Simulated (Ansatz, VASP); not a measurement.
**W: VASP beside Ansatz**

```
W
1.0
    -1.57153    1.57153    1.65011
     1.57153   -1.57153    1.65011
     1.57153    1.57153   -1.65011
W
1
Cartesian
  0.0000 0.0000 0.0000
```

Alike in both runs: task single point; functional PBEsol; k mesh 24 × 24 × 24; occupations gaussian, width 0.15 eV; no spin polarisation.

|  | VASP | Ansatz |
| --- | --- | --- |
| version | VASP 6.6.1 | Ansatz 0.2.0 |
| potentials or method | VASP PAW PBE potentials, release 64 (W_sv), cutoff 520 eV | scalar-relativistic, plane waves, PAW |
| valence electrons in the cell | 14 | 14 |

|  | VASP | Ansatz | Ansatz less VASP |
| --- | --- | --- | --- |
| gap on the k mesh at the Fermi level (eV) | none | none | - |
| pressure (GPa) | -10.6 | -11.1 | -0.50 |
| traceless stress, the component that is largest in VASP (GPa) | -9.45 | -9.46 | -0.010 |

VASP's potentials were made for PBE, not for PBEsol. A gap of «none» marks a metal or a gap that the smearing closes.

Spin-orbit coupling is off throughout.
